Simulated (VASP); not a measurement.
# MgS (I4/mmm) in VASP: a series of runs

MgS is run at these levels: PBEsol; tasks: electric field gradients.

All numbers are computed with VASP 6.6.1; they aren't measurements. Logs are shortened: lines on timing, memory, paths and dates and some standing lists are left out, and cuts for length are marked.

## (1) The cell of the first run

The structure is tetragonal, space group I4/mmm (No. 139). The conventional cell has a = 3.679 Å, b = 3.679 Å, c = 5.255 Å, α = 90.00°, β = 90.00°, γ = 90.00°. Within 3.4 Å of Mg (site symmetry 4/mmm) lie 6 S at 2.60 to 2.63 Å. Within 3.4 Å of S (site symmetry 4/mmm) lie 6 Mg at 2.60 to 2.63 Å.

## (2) Electric field gradients, PBEsol (zz strain of +1 %)

INCAR

```
PREC = Accurate
ENCUT = 520
EDIFF = 1E-8
ISMEAR = -1
SIGMA = 0.03
LREAL = F
LASPH = T
NELM = 60
ALGO = Normal
ISIF = 2
LWAVE = F
LCHARG = F
GGA = PS
LEFG = T
NBANDS = 11
```

KPOINTS

```
Automatic mesh
0
Gamma
  10 10 10
```

POSCAR

```
MgS
1.0
    0.0000000000      2.6016500000      2.6276665000
    2.6016500000      0.0000000000      2.6276665000
    2.6016500000      2.6016500000      0.0000000000
Mg S
1 1
Direct
    0.0000000000      0.0000000000      0.0000000000
    0.5000000000      0.5000000000      0.5000000000
```

Potentials or basis: VASP PAW PBE potentials, release 64 (Mg, S).

Started as:

```console
$ cat potpaw_PBE.64/Mg/POTCAR potpaw_PBE.64/S/POTCAR > POTCAR
$ mpirun -np 1 vasp_std > vasp.out
```

OUTCAR:

```text
PREC = Accurate
   ENCUT = 520
   EDIFF = 1E-8
   ISMEAR = -1
   LREAL = F
   LASPH = T
   NELM = 60
   ISIF = 2
   GGA = PS

 ion  position               nearest neighbor table
   1  0.000  0.000  0.000-   2 2.60   2 2.60   2 2.60   2 2.60   2 2.63   2 2.63
   2  0.500  0.500  0.500-   1 2.60   1 2.60   1 2.60   1 2.60   1 2.63   1 2.63

  LATTYP: Found a body centered tetragonal cell.
 ALAT       =     3.6792887145
 C/A-ratio  =     1.4283556980

  Lattice vectors:

 A1 = (  -2.6016500000,   0.0000000000,   2.6276665000)
 A2 = (   2.6016500000,   0.0000000000,   2.6276665000)
 A3 = (   0.0000000000,   2.6016500000,  -2.6276665000)

Analysis of symmetry for initial positions (statically):
=====================================================================
 Subroutine PRICEL returns:
 Original cell was already a primitive cell.

 Routine SETGRP: Setting up the symmetry group for a
 body centered tetragonal supercell.

 Subroutine GETGRP returns: Found 16 space group operations
 (whereof 16 operations were pure point group operations)
 out of a pool of 16 trial point group operations.

The static configuration has the point symmetry D_4h.

Analysis of symmetry for dynamics (positions and initial velocities):
=====================================================================
 Subroutine PRICEL returns:
 Original cell was already a primitive cell.

 Routine SETGRP: Setting up the symmetry group for a
 body centered tetragonal supercell.

 Subroutine GETGRP returns: Found 16 space group operations
 (whereof 16 operations were pure point group operations)
 out of a pool of 16 trial point group operations.

The dynamic configuration has the point symmetry D_4h.

 Subroutine INISYM returns: Found 16 space group operations
 (whereof 16 operations are pure point group operations),
 and found     1 'primitive' translations

----------------------------------------------------------------------------------------

                                     Primitive cell

  volume of cell :      35.5712

  direct lattice vectors                    reciprocal lattice vectors
     0.000000000  2.601650000  2.627666500    -0.192185728  0.192185728  0.190282899
     2.601650000  0.000000000  2.627666500     0.192185728 -0.192185728  0.190282899
     2.601650000  2.601650000  0.000000000     0.192185728  0.192185728 -0.190282899

  length of vectors
     3.697730920  3.697730920  3.679288715     0.331780485  0.331780485  0.331780485

  position of ions in fractional coordinates (direct lattice)
     0.000000000  0.000000000  0.000000000
     0.500000000  0.500000000  0.500000000

  ion indices of the primitive-cell ions
   primitive index   ion index
                 1           1
                 2           2

----------------------------------------------------------------------------------------

 KPOINTS: Automatic mesh

Automatic generation of k-mesh.
 Grid dimensions read from file:
 generate k-points for:   10   10   10

 Generating k-lattice:

  Cartesian coordinates                     Fractional coordinates (reciprocal lattice)
    -0.019218573  0.019218573  0.019028290     0.100000000  0.000000000  0.000000000
     0.019218573 -0.019218573  0.019028290     0.000000000  0.100000000  0.000000000
     0.019218573  0.019218573 -0.019028290     0.000000000  0.000000000  0.100000000

  Length of vectors
     0.033178048  0.033178048  0.033178048

  Shift w.r.t. Gamma in fractional coordinates (k-lattice)
     0.000000000  0.000000000  0.000000000

 Subroutine IBZKPT returns following result:
 ===========================================

 Found    102 irreducible k-points:

 Following reciprocal coordinates:
            Coordinates               Weight
  0.000000  0.000000  0.000000      1.000000
  0.100000  0.000000  0.000000      8.000000
  0.200000  0.000000  0.000000      8.000000
  0.300000  0.000000  0.000000      8.000000
  0.400000  0.000000  0.000000      8.000000
  0.500000  0.000000  0.000000      4.000000
[... 16 lines left out ...]
  0.300000  0.300000  0.000000      2.000000
  0.400000  0.300000  0.000000      8.000000
 [... further k-points ...]
   k-points           NKPTS =    102   k-points in BZ     NKDIM =    102   number of bands    NBANDS=     11
   number of dos      NEDOS =    301   number of ions     NIONS =      2
   total plane-waves  NPLWV =  21952
   dimension x,y,z NGX =    28 NGY =   28 NGZ =   28
   dimension x,y,z NGXF=    56 NGYF=   56 NGZF=   56
   ions per type =               1   1
   NGX,Y,Z   is equivalent  to a cutoff of  12.59, 12.59, 12.65 a.u.
   NGXF,Y,Z  is equivalent  to a cutoff of  25.18, 25.18, 25.30 a.u.
 SYSTEM =  unknown system
   PREC   = accura    normal or accurate (medium, high low for compatibility)
   ISTART =      0    job   : 0-new  1-cont  2-samecut
   ICHARG =      2    charge: 1-file 2-atom 10-const
   ISPIN  =      1    spin polarized calculation?
   LNONCOLLINEAR =      F non collinear calculations
   LSORBIT =      F    spin-orbit coupling
   LASPH  =      T    aspherical Exc in radial PAW
   ENCUT  =  520.0 eV  38.22 Ry    6.18 a.u.   6.88  6.88  6.84*2*pi/ulx,y,z
   NELM   =     60;   NELMIN=  2; NELMDL= -5     # of ELM steps
   EDIFF  = 0.1E-07   stopping-criterion for ELM
   LREAL  =      F    real-space projection
   EDIFFG = 0.1E-06   stopping-criterion for IOM
   NSW    =      0    number of steps for IOM
   IBRION =     -1    ionic relax: 0-MD 1-quasi-New 2-CG
   NFREE  =      0    steps in history (QN), initial steepest desc. (CG)
   ISIF   =      2    stress and relaxation
   ISYM   =      2    0-nonsym 1-usesym 2-fastsym
   POTIM  = 0.5000    time-step for ionic-motion
   TEBEG  =    0.0;   TEEND  =   0.0 temperature during run
   PSTRESS=    0.0 pullay stress
   NELECT =       8.0000    total number of electrons
   NUPDOWN=      -1.0000    fix difference up-down
   EMIN   =  10.00;   EMAX   =-10.00  energy-range for DOS
   EFERMI =   0.00;   METHOD = LEGACY
   ISMEAR =    -1;   SIGMA  =   0.03  broadening in eV -4-tet -1-fermi 0-gaus
   EFERMI_NEDOS =   21; number of points for ismear=-14 and -15
   IALGO  =     38    algorithm
   IMIX   =      4    mixing-type and parameters
     AMIX     =   0.40;   BMIX     =  1.00
     AMIX_MAG =   1.60;   BMIX_MAG =  1.00
  volume/ion in A,a.u.               =      17.79       120.02
  Fermi-wavevector in a.u.,A,eV,Ry     =   0.995571  1.881356 13.485568  0.991161
  Thomas-Fermi vector in A             =   2.127600
   LORBIT       =      0    0 simple, 1 ext, 2 COOP (PROOUT), +10 PAW based schemes
   GGA     = PS    functional components
   LHFCALC =     F    Hartree Fock is set to
   AEXX    =    0.0000 exact exchange contribution
   IVDW    =     0    specifies the selected vdW correction
   LEPSILON=     F    determine dielectric tensor
   LRPA    =     F    only Hartree local field effects (RPA)
 non-spin polarized calculation
  energy-cutoff  :      520.00
  volume of cell :       35.57
 maximum number of plane-waves:       969
   NGX = 13   NGY = 13   NGZ = 13

 number of electron       8.0000000 magnetization

 Free energy of the ion-electron system (eV)
  ---------------------------------------------------
  ext. energy  EPLUGINS =         0.00000000
  ---------------------------------------------------
  free energy    TOTEN  =        -9.06964728 eV

  energy without entropy =       -9.06964728  energy(sigma->0) =       -9.06964728

 E-fermi :   4.1743     XC(G=0):  -9.7954

 val. band max:        3.6146976166   @ k =   0.0000   0.0000   0.0000
 cond. band min:       6.2540762408   @ k =   0.5000   0.0000   0.5000
 fundamental gap:      2.6393786242
 Fermi energy:         4.1742538599

 k-point     1 :       0.0000    0.0000    0.0000
  band No.  band energies     occupation
      1      -9.0403      2.00000
      2       3.5720      2.00000
      3       3.5720      2.00000
      4       3.6147      2.00000
      5       7.1026      0.00000
      6      11.3792      0.00000
      7      11.4816      0.00000
      8      11.4816      0.00000
      9      13.8171      0.00000
     10      13.9556      0.00000
     11      15.8603      0.00000
[... 309 lines left out ...]
 k-point    24 :       0.4000    0.3000    0.0000
  band No.  band energies     occupation
      1      -7.7815      2.00000
      2      -0.0166      2.00000
      3       1.9541      2.00000
      4       2.2436      2.00000
      5       7.4443      0.00000
      6       8.7192      0.00000
      7      12.8707      0.00000
      8      14.0428      0.00000
      9      15.5339      0.00000
     10      16.7881      0.00000
     11      19.9989      0.00000

 [... further k-points ...]
[... 5 lines left out ...]
  --------------------------------------------------------------------------------------
  -------------------------------------------------------------------------------------
  Total       -0.3385059     -0.3385059     -0.5523210      0.0000000     -0.0000000      0.0000000
  in kB      -15.2468031    -15.2468031    -24.8773545      0.0000000     -0.0000000      0.0000000
  external PRESSURE =     -18.4569869 kB  Pullay stress =       0.0000000 kB

 VOLUME and BASIS-vectors are now :
 -----------------------------------------------------------------------------
  energy-cutoff  :      520.00
  volume of cell :       35.57
      direct lattice vectors                 reciprocal lattice vectors
     0.000000000  2.601650000  2.627666500    -0.192185728  0.192185728  0.190282899
     2.601650000  0.000000000  2.627666500     0.192185728 -0.192185728  0.190282899
     2.601650000  2.601650000  0.000000000     0.192185728  0.192185728 -0.190282899

 POSITION                                       TOTAL-FORCE (eV/Angst)
 -----------------------------------------------------------------------------------
      0.00000      0.00000      0.00000         0.000000      0.000000      0.000000
      2.60165      2.60165      2.62767        -0.000000     -0.000000      0.000000
 -----------------------------------------------------------------------------------
    total drift:                                0.000000      0.000000      0.000000

  FREE ENERGIE OF THE ION-ELECTRON SYSTEM (eV)
  ---------------------------------------------------
  free  energy   TOTEN  =        -9.0696472823 eV

  energy  without entropy=       -9.0696472823  energy(sigma->0) =       -9.06964728

 Electric field gradients (V/A^2)
---------------------------------------------------------------------
 ion       V_xx      V_yy      V_zz      V_xy      V_xz      V_yz
---------------------------------------------------------------------
   1      -0.794    -0.794     1.587     0.000     0.000     0.000
   2      -0.370    -0.370     0.740    -0.001    -0.000    -0.000
---------------------------------------------------------------------

 Electric field gradients after diagonalization (V/A^2)
 (convention: |V_zz| > |V_xx| > |V_yy|)
----------------------------------------------------------------------
 ion       V_xx      V_yy      V_zz     asymmetry (V_yy - V_xx)/ V_zz
----------------------------------------------------------------------
   1      -0.794    -0.794     1.587       0.000
   2      -0.370    -0.369     0.740       0.001
----------------------------------------------------------------------

           NMR quadrupolar parameters

 Cq : quadrupolar parameter    Cq=e*Q*V_zz/h
 eta: asymmetry parameters     (V_yy - V_xx)/ V_zz
 Q  : nuclear electric quadrupole moment in mb (millibarn)
----------------------------------------------------------------------
 ion       Cq(MHz)       eta       Q (mb)
----------------------------------------------------------------------
   1       0.004       0.000       1.000
   2       0.002       0.001       1.000
----------------------------------------------------------------------
```

It took 36 s on 1 thread of Intel Xeon 8259CL, shared host; peak memory 0.18 GiB.

Results:

* Free energy: -9.0696 eV
* Pressure: -1.8 GPa
* Band gap on the k mesh: 2.64 eV (least direct gap 3.49 eV)
* Largest electric field gradient by atom: Mg +1.6; S +0.7 V/Å²

Electric field gradients, principal values (V/Å²):
| atom | least | middle | greatest (by size) |
| --- | --- | --- | --- |
| 1 Mg | -0.794 | -0.794 | 1.587 |
| 2 S | -0.369 | -0.370 | 0.740 |

Caveat: the cell differs from its parent crystal (zz strain of +1 %); without QUAD_EFG the Cq values of the log hold for a quadrupole moment of 1 mb, not for the nuclei; the PAW data sets were made with another functional, which shifts forces and pressure a little.

## (3) Electric field gradients, PBEsol (zz strain of +1 %)

INCAR

```
SYSTEM = MgS
PREC     = Accurate       ! precision mode
ENCUT    = 520            ! plane-wave cutoff, eV
EDIFF    = 1E-8           ! SCF threshold, eV
ISMEAR   = -1             ! smearing method
SIGMA    = 0.03           ! smearing width, eV
LREAL    = .FALSE.        ! projectors in reciprocal space
LASPH    = .TRUE.         ! aspherical terms in the spheres
NELM     = 100            ! most SCF steps
ALGO     = Normal         ! electronic algorithm
ISIF     = 2              ! what is computed and relaxed
LWAVE    = .FALSE.        ! write WAVECAR
LCHARG   = .FALSE.        ! write CHGCAR
GGA      = PS             ! functional
LEFG     = .TRUE.       
NBANDS   = 11             ! bands
```

KPOINTS

```
Automatic mesh
0
G
  10 10 10
  0 0 0
```

POSCAR is that of step 2.

Potentials or basis: VASP PAW PBE potentials, release 64 (Mg, S).

Started as:

```console
$ cat potpaw_PBE.64/Mg/POTCAR potpaw_PBE.64/S/POTCAR > POTCAR
$ mpirun -np 1 vasp_std > vasp.out
```

OUTCAR:

```text
SYSTEM = MgS
   PREC = Accurate
   ENCUT = 520
   EDIFF = 1E-8
   ISMEAR = -1
   LREAL = .FALSE.
   LASPH = .TRUE.
   NELM = 100
   ISIF = 2
   GGA = PS

 ion  position               nearest neighbor table
   1  0.000  0.000  0.000-   2 2.60   2 2.60   2 2.60   2 2.60   2 2.63   2 2.63
   2  0.500  0.500  0.500-   1 2.60   1 2.60   1 2.60   1 2.60   1 2.63   1 2.63

  LATTYP: Found a body centered tetragonal cell.
 ALAT       =     3.6792887145
 C/A-ratio  =     1.4283556980

  Lattice vectors:

 A1 = (  -2.6016500000,   0.0000000000,   2.6276665000)
 A2 = (   2.6016500000,   0.0000000000,   2.6276665000)
 A3 = (   0.0000000000,   2.6016500000,  -2.6276665000)

Analysis of symmetry for initial positions (statically):
=====================================================================
 Subroutine PRICEL returns:
 Original cell was already a primitive cell.

 Routine SETGRP: Setting up the symmetry group for a
[... 526 lines left out ...]
      direct lattice vectors                 reciprocal lattice vectors
     0.000000000  2.601650000  2.627666500    -0.192185728  0.192185728  0.190282899
     2.601650000  0.000000000  2.627666500     0.192185728 -0.192185728  0.190282899
     2.601650000  2.601650000  0.000000000     0.192185728  0.192185728 -0.190282899

 POSITION                                       TOTAL-FORCE (eV/Angst)
 -----------------------------------------------------------------------------------
      0.00000      0.00000      0.00000         0.000000      0.000000      0.000000
      2.60165      2.60165      2.62767        -0.000000     -0.000000      0.000000
 -----------------------------------------------------------------------------------
    total drift:                                0.000000      0.000000      0.000000

  FREE ENERGIE OF THE ION-ELECTRON SYSTEM (eV)
  ---------------------------------------------------
  free  energy   TOTEN  =        -9.0696472823 eV

  energy  without entropy=       -9.0696472823  energy(sigma->0) =       -9.06964728

 Electric field gradients (V/A^2)
---------------------------------------------------------------------
 ion       V_xx      V_yy      V_zz      V_xy      V_xz      V_yz
---------------------------------------------------------------------
   1      -0.794    -0.794     1.587     0.000     0.000     0.000
   2      -0.370    -0.370     0.740    -0.001    -0.000    -0.000
---------------------------------------------------------------------

 Electric field gradients after diagonalization (V/A^2)
 (convention: |V_zz| > |V_xx| > |V_yy|)
----------------------------------------------------------------------
 ion       V_xx      V_yy      V_zz     asymmetry (V_yy - V_xx)/ V_zz
----------------------------------------------------------------------
   1      -0.794    -0.794     1.587       0.000
   2      -0.370    -0.369     0.740       0.001
----------------------------------------------------------------------

           NMR quadrupolar parameters

 Cq : quadrupolar parameter    Cq=e*Q*V_zz/h
 eta: asymmetry parameters     (V_yy - V_xx)/ V_zz
 Q  : nuclear electric quadrupole moment in mb (millibarn)
----------------------------------------------------------------------
 ion       Cq(MHz)       eta       Q (mb)
----------------------------------------------------------------------
   1       0.004       0.000       1.000
   2       0.002       0.001       1.000
----------------------------------------------------------------------
```

OSZICAR:

```text
N       E                     dE             d eps       ncg     rms          rms(c)
DAV:   1     0.208311582867E+02    0.20831E+02   -0.36334E+03  2372   0.597E+02
DAV:   2    -0.806070119550E+01   -0.28892E+02   -0.26923E+02  2834   0.999E+01
DAV:   3    -0.943548717800E+01   -0.13748E+01   -0.13725E+01  2824   0.229E+01
DAV:   4    -0.944368263317E+01   -0.81955E-02   -0.81947E-02  2635   0.210E+00
DAV:   5    -0.944375483736E+01   -0.72204E-04   -0.72203E-04  2861   0.199E-01    0.406E+00
DAV:   6    -0.911366725785E+01    0.33009E+00   -0.70517E-01  2558   0.324E+00    0.306E+00
DAV:   7    -0.907268467554E+01    0.40983E-01   -0.18308E-01  2728   0.180E+00    0.190E+00
DAV:   8    -0.906988546697E+01    0.27992E-02   -0.10602E-02  2517   0.592E-01    0.735E-01
DAV:   9    -0.906965920122E+01    0.22627E-03   -0.51924E-04  2634   0.126E-01    0.322E-01
DAV:  10    -0.906964689470E+01    0.12307E-04   -0.15471E-04  2666   0.550E-02    0.951E-03
DAV:  11    -0.906964757665E+01   -0.68196E-06   -0.17046E-06  2735   0.832E-03    0.178E-02
DAV:  12    -0.906964738220E+01    0.19445E-06   -0.19407E-07  2720   0.238E-03    0.451E-03
DAV:  13    -0.906964728227E+01    0.99938E-07   -0.82368E-08  2654   0.119E-03    0.195E-04
DAV:  14    -0.906964728235E+01   -0.81798E-10   -0.94666E-10  1539   0.205E-04
   1 F= -.90696473E+01 E0= -.90696473E+01  d E =-.291905E-10
```

Run time: 42 s. Hardware: 1 thread of Intel Xeon 8259CL, shared host; peak memory 0.18 GiB.

What came out:

* Free energy: -9.0696 eV
* Pressure: -1.8 GPa
* Band gap on the k mesh: 2.64 eV (least direct gap 3.49 eV)
* Largest electric field gradient by atom: Mg +1.6; S +0.7 V/Å²

Levels at points of the mesh, in eV from the valence-band top:
| k point | band 2 | band 3 | band 4 | band 5 | band 6 | band 7 |
| --- | --- | --- | --- | --- | --- | --- |
| (0.00, 0.00, 0.00) | -0.04 | -0.04 | 0.00 | 3.49 | 7.76 | 7.87 |
| (0.50, 0.00, 0.00) | -4.87 | -0.63 | -0.60 | 4.36 | 6.74 | 6.84 |
| (0.50, 0.50, 0.00) | -4.24 | -1.69 | -1.69 | 2.69 | 4.27 | 11.68 |
| (0.50, 0.00, 0.50) | -4.23 | -1.77 | -1.69 | 2.64 | 4.23 | 11.78 |

Electric field gradients, principal values (V/Å²):
| atom | least | middle | greatest (by size) |
| --- | --- | --- | --- |
| 1 Mg | -0.794 | -0.794 | 1.587 |
| 2 S | -0.369 | -0.370 | 0.740 |

Caveat: the cell differs from its parent crystal (zz strain of +1 %); without QUAD_EFG the Cq values of the log hold for a quadrupole moment of 1 mb, not for the nuclei; the PAW data sets were made with another functional, which shifts forces and pressure a little. A k mesh can miss the band edges.
